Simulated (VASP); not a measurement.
# Cu (Fm-3m) in VASP: further runs

The runs below take Cu through single point, relaxation of cell and atoms, with PBE.

Everything below comes from runs of VASP 6.6.1. Logs are shortened: lines on timing, memory, paths and dates and some standing lists are left out, and cuts for length are marked.

### Step 1. The cell of the first run

It takes space group Fm-3m (No. 225, cubic). Conventional cell: a = 3.637 Å, b = 3.637 Å, c = 3.637 Å, α = 90.00°, β = 90.00°, γ = 90.00°. Cu (site symmetry m-3m) has 12 Cu at 2.57 Å within 3.4 Å.

### Step 2. Single point, PBE

INCAR

```
SYSTEM = Cu
  PREC = Accurate
  ENCUT = 600
  EDIFF = 1E-6
  ISMEAR = 0
  SIGMA = 0.1
  LREAL = .False.
  LASPH = .True.
  NELM = 120
  ALGO = Normal
  ISIF = 2
  LWAVE = .False.
  LCHARG = .False.
  GGA = PE
  NBANDS = 12
  GGA_COMPAT = .False.
```

KPOINTS

```
regular mesh
0
Gamma
  8 8 8
  0 0 0
```

POSCAR

```
Cu
1.0
    0.0000000000      1.8185549627      1.8185549627
    1.8185549627      0.0000000000      1.8185549627
    1.8185549627      1.8185549627      0.0000000000
Cu
1
Direct
    0.0000000000      0.0000000000      0.0000000000
```

Potentials or basis: VASP PAW PBE potentials, release 64 (Cu).

The run is started by

```sh
$ cat potpaw_PBE.64/Cu/POTCAR > POTCAR
$ mpirun -np 1 vasp_std > vasp.out
```

OUTCAR:

```text
SYSTEM = Cu
   PREC = Accurate
   ENCUT = 600
   EDIFF = 1E-6
   ISMEAR = 0
   LREAL = .False.
   LASPH = .True.
   NELM = 120
   ISIF = 2
   GGA = PE

 ion  position               nearest neighbor table
   1  0.000  0.000  0.000-

  LATTYP: Found a face centered cubic cell.
 ALAT       =     3.6371099254

  Lattice vectors:

 A1 = (   0.0000000000,   1.8185549627,   1.8185549627)
 A2 = (   1.8185549627,   0.0000000000,   1.8185549627)
 A3 = (   1.8185549627,   1.8185549627,   0.0000000000)

Analysis of symmetry for initial positions (statically):
=====================================================================
 Subroutine PRICEL returns:
 Original cell was already a primitive cell.

 Routine SETGRP: Setting up the symmetry group for a
 face centered cubic supercell.

 Subroutine GETGRP returns: Found 48 space group operations
 (whereof 48 operations were pure point group operations)
 out of a pool of 48 trial point group operations.

The static configuration has the point symmetry O_h .

Analysis of symmetry for dynamics (positions and initial velocities):
=====================================================================
 Subroutine PRICEL returns:
 Original cell was already a primitive cell.

 Routine SETGRP: Setting up the symmetry group for a
 face centered cubic supercell.

 Subroutine GETGRP returns: Found 48 space group operations
 (whereof 48 operations were pure point group operations)
 out of a pool of 48 trial point group operations.

The dynamic configuration has the point symmetry O_h .

 Subroutine INISYM returns: Found 48 space group operations
 (whereof 48 operations are pure point group operations),
 and found     1 'primitive' translations

----------------------------------------------------------------------------------------

                                     Primitive cell

  volume of cell :      12.0284

  direct lattice vectors                    reciprocal lattice vectors
     0.000000000  1.818554963  1.818554963    -0.274943573  0.274943573  0.274943573
     1.818554963  0.000000000  1.818554963     0.274943573 -0.274943573  0.274943573
     1.818554963  1.818554963  0.000000000     0.274943573  0.274943573 -0.274943573

  length of vectors
     2.571825092  2.571825092  2.571825092     0.476216238  0.476216238  0.476216238

  position of ions in fractional coordinates (direct lattice)
     0.000000000  0.000000000  0.000000000

  ion indices of the primitive-cell ions
   primitive index   ion index
                 1           1

[... 81 lines left out ...]
   PSTRESS=    0.0 pullay stress
   NELECT =      11.0000    total number of electrons
   NUPDOWN=      -1.0000    fix difference up-down
   EMIN   =  10.00;   EMAX   =-10.00  energy-range for DOS
   EFERMI =   0.00;   METHOD = LEGACY
   ISMEAR =     0;   SIGMA  =   0.10  broadening in eV -4-tet -1-fermi 0-gaus
   EFERMI_NEDOS =   21; number of points for ismear=-14 and -15
   IALGO  =     38    algorithm
   IMIX   =      4    mixing-type and parameters
     AMIX     =   0.40;   BMIX     =  1.00
     AMIX_MAG =   1.60;   BMIX_MAG =  1.00
  volume/ion in A,a.u.               =      12.03        81.17
  Fermi-wavevector in a.u.,A,eV,Ry     =   1.589044  3.002858 34.355545  2.525061
  Thomas-Fermi vector in A             =   2.687954
   LORBIT       =      0    0 simple, 1 ext, 2 COOP (PROOUT), +10 PAW based schemes
   GGA     = PE    functional components
   LHFCALC =     F    Hartree Fock is set to
   AEXX    =    0.0000 exact exchange contribution
   IVDW    =     0    specifies the selected vdW correction
   LEPSILON=     F    determine dielectric tensor
   LRPA    =     F    only Hartree local field effects (RPA)
 non-spin polarized calculation
 Gauss-broadening in eV      SIGMA  =   0.10
  energy-cutoff  :      600.00
  volume of cell :       12.03
 maximum number of plane-waves:       415
 NGX is ok and might be reduce to    24
   NGX = 11   NGY = 11   NGZ = 11

 number of electron      10.9999999 magnetization

 Free energy of the ion-electron system (eV)
  ---------------------------------------------------
  ext. energy  EPLUGINS =         0.00000000
  ---------------------------------------------------
  free energy    TOTEN  =        -3.69879915 eV

  energy without entropy =       -3.69572635  energy(sigma->0) =       -3.69726275

 E-fermi :   7.2856     XC(G=0): -12.6188

 val. band max:        7.2112081807   @ k =   0.5000   0.2500   0.1250
 cond. band min:       7.5000736553   @ k =   0.5000   0.1250   0.0000
 fundamental gap:      0.2888654746
 Fermi energy:         7.2856163567

 k-point     1 :       0.0000    0.0000    0.0000
  band No.  band energies     occupation
      1      -1.8510      2.00000
      2       4.4007      2.00000
      3       4.4007      2.00000
      4       4.4007      2.00000
      5       5.2003      2.00000
      6       5.2003      2.00000
      7      29.8088      0.00000
      8      32.3121      0.00000
      9      32.3121      0.00000
     10      32.3121      0.00000
     11      34.7929      0.00000
     12      34.7929      0.00000
[... 331 lines left out ...]
 k-point    24 :      -0.3750    0.2500    0.1250
  band No.  band energies     occupation
      1       3.1452      2.00000
      2       3.8275      2.00000
      3       4.3389      2.00000
      4       4.8344      2.00000
      5       5.6997      2.00000
      6       9.4559      0.00000
      7      11.5354      0.00000
      8      21.3953      0.00000
      9      21.7392      0.00000
     10      30.6985      0.00000
     11      34.3610      0.00000
     12      41.7778      0.00000

 [... further k-points ...]

------------------------ aborting loop because EDIFF is reached ----------------------------------------

  FORCE on cell =-STRESS in cart. coord.  units (eV):
  Direction    XX          YY          ZZ          XY          YZ          ZX
  --------------------------------------------------------------------------------------
  -------------------------------------------------------------------------------------
  Total        0.0412064      0.0412064      0.0412064      0.0000000      0.0000000      0.0000000
  in kB        5.4886491      5.4886491      5.4886491      0.0000000      0.0000000      0.0000000
  external PRESSURE =       5.4886491 kB  Pullay stress =       0.0000000 kB

 VOLUME and BASIS-vectors are now :
 -----------------------------------------------------------------------------
  energy-cutoff  :      600.00
  volume of cell :       12.03
      direct lattice vectors                 reciprocal lattice vectors
     0.000000000  1.818554963  1.818554963    -0.274943573  0.274943573  0.274943573
     1.818554963  0.000000000  1.818554963     0.274943573 -0.274943573  0.274943573
     1.818554963  1.818554963  0.000000000     0.274943573  0.274943573 -0.274943573

 POSITION                                       TOTAL-FORCE (eV/Angst)
 -----------------------------------------------------------------------------------
      0.00000      0.00000      0.00000         0.000000      0.000000      0.000000
 -----------------------------------------------------------------------------------
    total drift:                               -0.000000      0.000000      0.000000

  FREE ENERGIE OF THE ION-ELECTRON SYSTEM (eV)
  ---------------------------------------------------
  free  energy   TOTEN  =        -3.6987991494 eV

  energy  without entropy=       -3.6957263549  energy(sigma->0) =       -3.69726275
```

Wall time 2.8 s (1 thread of Intel Xeon 6975P-C (Granite Rapids), shared host); peak memory 0.13 GiB.

What came out:

- Free energy: -3.6988 eV
- Pressure: 0.5 GPa

Caveat: the k points lie up to 0.37 Å⁻¹ apart.

### Step 3. Single point, PBE

This run uses another cell than the first one, of 23.06 Å³/atom, 1.917 times its volume.

INCAR

```
SYSTEM = Cu
ALGO = Normal ; EDIFF = 1E-6
ENCUT = 600 ; GGA = PE
GGA_COMPAT = .FALSE. ; ISIF = 2
ISMEAR = 0 ; LASPH = .TRUE.
LCHARG = .TRUE. ; LELF = .TRUE.
LREAL = .FALSE. ; LVHAR = .TRUE.
LWAVE = .FALSE. ; NBANDS = 12
NELM = 120 ; PREC = Accurate
SIGMA = 0.1
```

KPOINTS

```
k-points
0
G
  8 8 8
  0 0 0
```

POSCAR

```
Cu
1.0
    0.0000000000      2.2590685462      2.2590685462
    2.2590685462      0.0000000000      2.2590685462
    2.2590685462      2.2590685462      0.0000000000
Cu
1
Direct
    0.0000000000      0.0000000000      0.0000000000
```

Potentials or basis: VASP PAW PBE potentials, release 64 (Cu).

The run is started by

```sh
$ cat potpaw_PBE.64/Cu/POTCAR > POTCAR
$ mpirun -np 1 vasp_std > vasp.out
```

Run time: 5.7 s. Hardware: 1 thread of Intel Xeon 6975P-C (Granite Rapids), shared host; peak memory 0.15 GiB.

Results (log left out):

| Quantity | Value |
| --- | --- |
| Free energy | -2.5704 eV |
| Pressure | -16.8 GPa |

Levels at points of the mesh, in eV from the Fermi level:
```tsv
k point	band 3	band 4	band 5	band 6	band 7	band 8	band 9	band 10
(0.00, 0.00, 0.00)	-1.52	-1.52	-1.23	-1.23	15.97	15.97	15.97	17.43
(0.50, 0.00, 0.00)	-1.52	-1.03	-1.03	0.67	1.51	13.79	13.79	16.25
(0.50, 0.50, 0.00)	-1.04	-0.98	-0.98	2.07	3.56	8.97	8.97	12.26
```

### Step 4. Relaxation of cell and atoms, PBE

This run uses another cell than the first one, of 23.06 Å³/atom, 1.917 times its volume.

INCAR

```
SYSTEM = Cu
PREC = Accurate
ENCUT = 600
EDIFF = 1E-7
ISMEAR = 0
SIGMA = 0.1
LREAL = .False.
LASPH = .True.
NELM = 120
ALGO = Normal
ISIF = 3
LWAVE = .False.
LCHARG = .False.
GGA = PE
IBRION = 2
NSW = 80
EDIFFG = -0.05
GGA_COMPAT = .False.
NELMIN = 4
```

KPOINTS

```
regular mesh
0
Gamma
  8 8 8
  0 0 0
```

POSCAR is that of step 3.

The run is started by

```sh
$ cat potpaw_PBE.64/Cu/POTCAR > POTCAR
$ mpirun -np 1 vasp_std > vasp.out
```

Run time: 39 s. Hardware: 1 thread of Intel Xeon 6975P-C (Granite Rapids), shared host; peak memory 0.19 GiB.

The run converged. Its results:

```
Free energy                            : -3.7015 eV
Relaxed volume                         : 12.07 Å³/atom
Relaxed cell                           : a = 2.575 Å, b = 2.575 Å, c = 2.575 Å, α = 60.00°, β = 60.00°, γ = 60.00°
Space group after relaxing (to 0.05 Å) : Fm-3m (No. 225)
Energy gained by relaxing              : 1131.1 meV/atom
Ionic steps                            : 11
Pressure after relaxing                : 0.0 GPa
```

Step by step:
| step | energy change (eV) | largest force (eV/Å) | pressure (GPa) | volume (Å³) |
| --- | --- | --- | --- | --- |
| 1 | 0.0000 | 0.0000 | -16.81 | 23.06 |
| 2 | -0.8368 | 0.0000 | -18.56 | 15.89 |
| 3 | 27.7751 | 0.0000 | 3495.01 | 3.49 |
| 4 | -0.8874 | 0.0000 | -18.07 | 15.45 |
| 5 | -0.5443 | 0.0000 | 81.93 | 9.02 |
| 6 | -1.0772 | 0.0000 | -11.15 | 13.45 |
| 7 | -1.1258 | 0.0000 | 4.68 | 11.70 |
| 8 | -1.1309 | 0.0000 | -0.84 | 12.15 |
| 9 | -1.1308 | 0.0000 | 1.13 | 11.98 |
| 10 | -1.1309 | 0.0000 | -0.78 | 12.15 |
| 11 | -1.1311 | 0.0000 | 0.03 | 12.07 |

Final structure:
```
Cu
1.0
     0.00000    1.82088    1.82088
     1.82088    0.00000    1.82088
     1.82088    1.82088    0.00000
Cu
1
Cartesian
  0.0000 0.0000 0.0000
```

Levels at points of the mesh, in eV from the Fermi level:
| k point | band 4 | band 5 | band 6 | band 7 | band 8 | band 9 |
| --- | --- | --- | --- | --- | --- | --- |
| (0.00, 0.00, 0.00) | -2.87 | -2.08 | -2.08 | 22.49 | 24.97 | 27.45 |
| (0.50, 0.00, 0.00) | -1.53 | -1.53 | -0.86 | 3.73 | 21.00 | 24.84 |
| (0.50, 0.50, 0.00) | -1.39 | -1.39 | 1.59 | 7.04 | 12.99 | 12.99 |

Caveat: the volume moved by over 15 % at a fixed basis, so the end points are rough.

### Step 5. The runs side by side

```csv
task,cell,gap on the mesh (eV),pressure (GPa)
single point,"a = 2.572 Å, angles 60.0°, 1 atom",none,0.5
single point,"a = 3.195 Å, angles 60.0°, 1 atom",none,-16.8
relaxation of cell and atoms,"relaxed from a = 3.195 Å, angles 60.0°, 1 atom",none,0.0
```

Alike in all rows: level PBE; potentials or basis VASP PAW PBE potentials, release 64 (Cu); no spin polarisation; k mesh 8 × 8 × 8; cutoff (eV) 600; smearing gaussian 0.1 eV.

Caveats: some runs use coarse meshes; the volume moved by over 15 % at a fixed basis, so the end points are rough (some runs).

Absolute energies hang on the potentials; compare differences alone.
